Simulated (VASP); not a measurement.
# PtSe2 (C2/m) in VASP: further runs

PtSe2 is run at these levels: PBE+D3(BJ); tasks: single point.

Everything below comes from runs of VASP 6.6.1. Logs are shortened: lines on timing, memory, paths and dates and some standing lists are left out, and cuts for length are marked.

**1. The cell of the first run**

The structure is monoclinic, space group C2/m (No. 12). The conventional cell has a = 7.512 Å, b = 3.772 Å, c = 4.822 Å, α = 90.00°, β = 90.00°, γ = 90.00°. Within 3.4 Å of Pt (site symmetry 2/m) lie 6 Se at 2.60 to 2.81 Å. Within 3.4 Å of Se (site symmetry m) lie 3 Pt at 2.60 to 2.81 Å and 3 Se at 3.20 to 3.37 Å.

**2. Single point, PBE+D3(BJ) (normal strain along x +0.0000, normal strain along y +0.1500)**

INCAR reads:

```
  PREC = Accurate
  ENCUT = 520
  EDIFF = 1E-6
  ISMEAR = 0
  SIGMA = 0.15
  LREAL = False
  LASPH = True
  NELM = 60
  ALGO = Normal
  ISIF = 2
  LWAVE = False
  LCHARG = True
  GGA = PE
  IVDW = 12
  LELF = True
  LVHAR = True
  NBANDS = 18
```

KPOINTS reads:

```
Automatic mesh
0
Gamma
  12 12 8
```

POSCAR reads:

```
PtSe2
1.0
    3.7715031150      0.0000000000      0.0000000000
   -1.8857515575      3.7561501342      0.0000000000
    0.0000000000      0.0000000000      4.8219239451
Pt Se
1 2
Direct
    0.0000000000      0.0000000000      0.0000000000
    0.3333333333      0.6666666667      0.2655211092
    0.6666666667      0.3333333333      0.7344788908
```

Potentials or basis: VASP PAW PBE potentials, release 64 (Pt, Se).

Command:

```bash
$ cat potpaw_PBE.64/Pt/POTCAR potpaw_PBE.64/Se/POTCAR > POTCAR
$ mpirun -np 1 vasp_std > vasp.out
```

OUTCAR:

```text
PREC = Accurate
   ENCUT = 520
   EDIFF = 1E-6
   ISMEAR = 0
   LREAL = False
   LASPH = True
   NELM = 60
   ISIF = 2
   GGA = PE
   IVDW = 12
 IVDW          = 12

 ion  position               nearest neighbor table
   1  0.000  0.000  0.000-   2 2.60   3 2.60   3 2.60   2 2.60   3 2.81   2 2.81
   2  0.333  0.667  0.266-   1 2.60   1 2.60   1 2.81
   3  0.667  0.333  0.734-   1 2.60   1 2.60   1 2.81

  LATTYP: Found a base centered orthorhombic cell.
 ALAT       =     3.7715031150
 B/A-ratio  =     1.9918584287
 C/A-ratio  =     1.2785151697

  Lattice vectors:

 A1 = (   1.8857515575,  -3.7561501342,   0.0000000000)
 A2 = (   1.8857515575,   3.7561501342,   0.0000000000)
 A3 = (   0.0000000000,   0.0000000000,   4.8219239451)

Analysis of symmetry for initial positions (statically):
=====================================================================
 Subroutine PRICEL returns:
 Original cell was already a primitive cell.

 Routine SETGRP: Setting up the symmetry group for a
 base centered orthorhombic supercell.

 Subroutine GETGRP returns: Found  4 space group operations
 (whereof  4 operations were pure point group operations)
 out of a pool of  8 trial point group operations.

The static configuration has the point symmetry C_2h.

Analysis of symmetry for dynamics (positions and initial velocities):
=====================================================================
 Subroutine PRICEL returns:
 Original cell was already a primitive cell.

 Routine SETGRP: Setting up the symmetry group for a
 base centered orthorhombic supercell.

 Subroutine GETGRP returns: Found  4 space group operations
 (whereof  4 operations were pure point group operations)
 out of a pool of  8 trial point group operations.

The dynamic configuration has the point symmetry C_2h.

 Subroutine INISYM returns: Found  4 space group operations
 (whereof  4 operations are pure point group operations),
 and found     1 'primitive' translations

----------------------------------------------------------------------------------------

                                     Primitive cell

  volume of cell :      68.3090

  direct lattice vectors                    reciprocal lattice vectors
     3.771503115  0.000000000  0.000000000     0.265146274  0.133115020  0.000000000
    -1.885751557  3.756150134  0.000000000     0.000000000  0.266230040  0.000000000
     0.000000000  0.000000000  4.821923945     0.000000000  0.000000000  0.207386100

  length of vectors
     3.771503115  4.202942156  4.821923945     0.296685280  0.266230040  0.207386100

  position of ions in fractional coordinates (direct lattice)
     0.000000000  0.000000000  0.000000000
     0.333333333  0.666666667  0.265521109
     0.666666667  0.333333333  0.734478891

  ion indices of the primitive-cell ions
   primitive index   ion index
                 1           1
                 2           2
                 3           3

----------------------------------------------------------------------------------------

 KPOINTS: Automatic mesh

Automatic generation of k-mesh.
 Grid dimensions read from file:
 generate k-points for:   12   12    8

 Generating k-lattice:

  Cartesian coordinates                     Fractional coordinates (reciprocal lattice)
     0.022095523  0.011092918  0.000000000     0.083333333  0.000000000  0.000000000
     0.000000000  0.022185837  0.000000000     0.000000000  0.083333333  0.000000000
     0.000000000  0.000000000  0.025923262     0.000000000  0.000000000  0.125000000

  Length of vectors
     0.024723773  0.022185837  0.025923262

  Shift w.r.t. Gamma in fractional coordinates (k-lattice)
     0.000000000  0.000000000  0.000000000

 Subroutine IBZKPT returns following result:
 ===========================================

 Found    320 irreducible k-points:

 Following reciprocal coordinates:
            Coordinates               Weight
  0.000000  0.000000  0.000000      1.000000
  0.083333  0.000000  0.000000      4.000000
  0.166667  0.000000  0.000000      4.000000
  0.250000  0.000000  0.000000      4.000000
  0.333333 -0.000000  0.000000      4.000000
  0.416667  0.000000  0.000000      4.000000
[... 16 lines left out ...]
  0.333333  0.166667  0.000000      4.000000
  0.416667  0.166667  0.000000      4.000000
 [... further k-points ...]
   k-points           NKPTS =    320   k-points in BZ     NKDIM =    320   number of bands    NBANDS=     18
   number of dos      NEDOS =    301   number of ions     NIONS =      3
   total plane-waves  NPLWV =  32256
   dimension x,y,z NGX =    28 NGY =   32 NGZ =   36
   dimension x,y,z NGXF=    56 NGYF=   64 NGZF=   72
   ions per type =               1   2
   NGX,Y,Z   is equivalent  to a cutoff of  12.34, 12.66, 12.41 a.u.
   NGXF,Y,Z  is equivalent  to a cutoff of  24.68, 25.31, 24.82 a.u.
 SYSTEM =  unknown system
   PREC   = accura    normal or accurate (medium, high low for compatibility)
   ISTART =      0    job   : 0-new  1-cont  2-samecut
   ICHARG =      2    charge: 1-file 2-atom 10-const
   ISPIN  =      1    spin polarized calculation?
   LNONCOLLINEAR =      F non collinear calculations
   LSORBIT =      F    spin-orbit coupling
   LASPH  =      T    aspherical Exc in radial PAW
   ENCUT  =  520.0 eV  38.22 Ry    6.18 a.u.   7.01  7.81  8.97*2*pi/ulx,y,z
   NELM   =     60;   NELMIN=  2; NELMDL= -5     # of ELM steps
   EDIFF  = 0.1E-05   stopping-criterion for ELM
   LREAL  =      F    real-space projection
   EDIFFG = 0.1E-04   stopping-criterion for IOM
   NSW    =      0    number of steps for IOM
   IBRION =     -1    ionic relax: 0-MD 1-quasi-New 2-CG
   NFREE  =      0    steps in history (QN), initial steepest desc. (CG)
   ISIF   =      2    stress and relaxation
   ISYM   =      2    0-nonsym 1-usesym 2-fastsym
   POTIM  = 0.5000    time-step for ionic-motion
   TEBEG  =    0.0;   TEEND  =   0.0 temperature during run
   PSTRESS=    0.0 pullay stress
   NELECT =      22.0000    total number of electrons
   NUPDOWN=      -1.0000    fix difference up-down
   EMIN   =  10.00;   EMAX   =-10.00  energy-range for DOS
   EFERMI =   0.00;   METHOD = LEGACY
   ISMEAR =     0;   SIGMA  =   0.15  broadening in eV -4-tet -1-fermi 0-gaus
   EFERMI_NEDOS =   21; number of points for ismear=-14 and -15
   IALGO  =     38    algorithm
   IMIX   =      4    mixing-type and parameters
     AMIX     =   0.40;   BMIX     =  1.00
     AMIX_MAG =   1.60;   BMIX_MAG =  1.00
  volume/ion in A,a.u.               =      22.77       153.66
  Fermi-wavevector in a.u.,A,eV,Ry     =   1.122164  2.120583 17.133175  1.259253
  Thomas-Fermi vector in A             =   2.258823
   LORBIT       =      0    0 simple, 1 ext, 2 COOP (PROOUT), +10 PAW based schemes
   GGA     = PE    functional components
   LHFCALC =     F    Hartree Fock is set to
   AEXX    =    0.0000 exact exchange contribution
   IVDW    =    12    specifies the selected vdW correction
   LEPSILON=     F    determine dielectric tensor
   LRPA    =     F    only Hartree local field effects (RPA)
 non-spin polarized calculation
 Gauss-broadening in eV      SIGMA  =   0.15
  energy-cutoff  :      520.00
  volume of cell :       68.31
 maximum number of plane-waves:      1860
   NGX = 13   NGY = 15   NGZ = 17

 number of electron      21.9999999 magnetization

 Free energy of the ion-electron system (eV)
  ---------------------------------------------------
  ext. energy  EPLUGINS =         0.00000000
  ---------------------------------------------------
  free energy    TOTEN  =       -13.69103106 eV

  energy without entropy =      -13.67836538  energy(sigma->0) =      -13.68469822

 E-fermi :   4.6997     XC(G=0): -10.1644

 val. band max:        4.6921933024   @ k =  -0.1667   0.0833   0.3750
 cond. band min:       4.7184371962   @ k =  -0.1667   0.0833   0.0000
 fundamental gap:      0.0262438938
 Fermi energy:         4.6996889044

 k-point     1 :       0.0000    0.0000    0.0000
  band No.  band energies     occupation
      1      -9.7053      2.00000
      2      -7.2343      2.00000
      3      -0.9376      2.00000
      4      -0.3574      2.00000
      5      -0.2703      2.00000
      6       1.7276      2.00000
[... 10 lines left out ...]
     17      13.0470      0.00000
     18      15.1156      0.00000

 k-point     2 :       0.0833    0.0000    0.0000
  band No.  band energies     occupation
      1      -9.6434      2.00000
      2      -7.2696      2.00000
      3      -0.8476      2.00000
      4      -0.3031      2.00000
      5      -0.2155      2.00000
      6       1.6689      2.00000
[... 10 lines left out ...]
     17      12.6116      0.00000
     18      14.7787      0.00000

 k-point     3 :       0.1667    0.0000    0.0000
  band No.  band energies     occupation
      1      -9.4642      2.00000
      2      -7.3679      2.00000
      3      -0.5960      2.00000
      4      -0.1684      2.00000
      5      -0.0286      2.00000
      6       1.3881      2.00000
[... 10 lines left out ...]
     17      12.3962      0.00000
     18      13.9397      0.00000

 k-point     4 :       0.2500    0.0000    0.0000
  band No.  band energies     occupation
      1      -9.1883      2.00000
      2      -7.5117      2.00000
      3      -0.2624      2.00000
      4       0.0235      2.00000
      5       0.2741      2.00000
      6       0.6492      2.00000
[... 375 lines left out ...]
      4      -0.1184      2.00000
      5       0.5364      2.00000
      6       0.6053      2.00000
[... 10 lines left out ...]
     17      12.8623      0.00000
     18      14.0743      0.00000

 k-point    23 :       0.3333    0.1667    0.0000
  band No.  band energies     occupation
      1      -8.5475      2.00000
      2      -7.8600      2.00000
      3      -0.8931      2.00000
      4      -0.0818      2.00000
      5       0.6981      2.00000
      6       0.8927      2.00000
[... 10 lines left out ...]
     17      13.4118      0.00000
     18      14.2723      0.00000

 k-point    24 :       0.4167    0.1667    0.0000
  band No.  band energies     occupation
      1      -8.2822      2.00000
      2      -8.0320      2.00000
      3      -1.1693      2.00000
      4       0.0598      2.00000
      5       0.7106      2.00000
      6       0.9546      2.00000
[... 10 lines left out ...]
     17      13.3024      0.00000
     18      14.1839      0.00000

 [... further k-points ...]

------------------------ aborting loop because EDIFF is reached ----------------------------------------

 Edisp (eV)   -1.27459

 E8    (eV) :    -0.5482

  FORCE on cell =-STRESS in cart. coord.  units (eV):
  Direction    XX          YY          ZZ          XY          YZ          ZX
  --------------------------------------------------------------------------------------
  -------------------------------------------------------------------------------------
  Total      -4.00512    -8.86176    -3.23190     0.00000    -0.25405     0.00000
  in kB     -93.93960  -207.85141   -75.80382     0.00000    -5.95872     0.00000
  external pressure =     -125.86 kB  Pullay stress =        0.00 kB

 VOLUME and BASIS-vectors are now :
 -----------------------------------------------------------------------------
  energy-cutoff  :      520.00
  volume of cell :       68.31
      direct lattice vectors                 reciprocal lattice vectors
     3.771503115  0.000000000  0.000000000     0.265146274  0.133115020  0.000000000
    -1.885751557  3.756150134  0.000000000     0.000000000  0.266230040  0.000000000
     0.000000000  0.000000000  4.821923945     0.000000000  0.000000000  0.207386100

 POSITION                                       TOTAL-FORCE (eV/Angst)
 -----------------------------------------------------------------------------------
      0.00000      0.00000      0.00000        -0.000000      0.000000      0.000000
     -0.00000      2.50410      1.28032        -0.000000      0.152383     -0.860569
      1.88575      1.25205      3.54160         0.000000     -0.152383      0.860569
 -----------------------------------------------------------------------------------
    total drift:                               -0.000000      0.000000      0.000000

  FREE ENERGIE OF THE ION-ELECTRON SYSTEM (eV)
  ---------------------------------------------------
  free  energy   TOTEN  =       -14.9656190630 eV

  energy  without entropy=      -14.9529533778  energy(sigma->0) =      -14.95928622
```

It took 2.5 min on 1 thread of Intel Xeon 6975P-C (Granite Rapids), shared host; peak memory 0.49 GiB.

Results:

- Free energy: -14.9656 eV
- Pressure: -12.6 GPa
- Largest force: 0.874 eV/Å
- Band gap on the k mesh: zero (band 11 reaches 5.38 eV, above the bottom of band 12 at 4.51 eV)
- Dispersion energy per atom: -0.425 eV

Forces on the atoms (eV/Å):
```
Pt   0.000  0.000  0.000
Se   0.000  0.152 -0.861
Se   0.000 -0.152  0.861
```

Stress tensor (GPa, compression positive):
```
 -9.39   0.00   0.00
  0.00 -20.79  -0.60
  0.00  -0.60  -7.58
```

Caveat: the cell differs from its parent crystal (normal strain along x +0.0000, normal strain along y +0.1500); spin-orbit coupling is left out, which moves the levels of the heavy elements; pairwise dispersion overbinds metals, which lowers pressure and volume.

(Continued in part 2 of 3.)
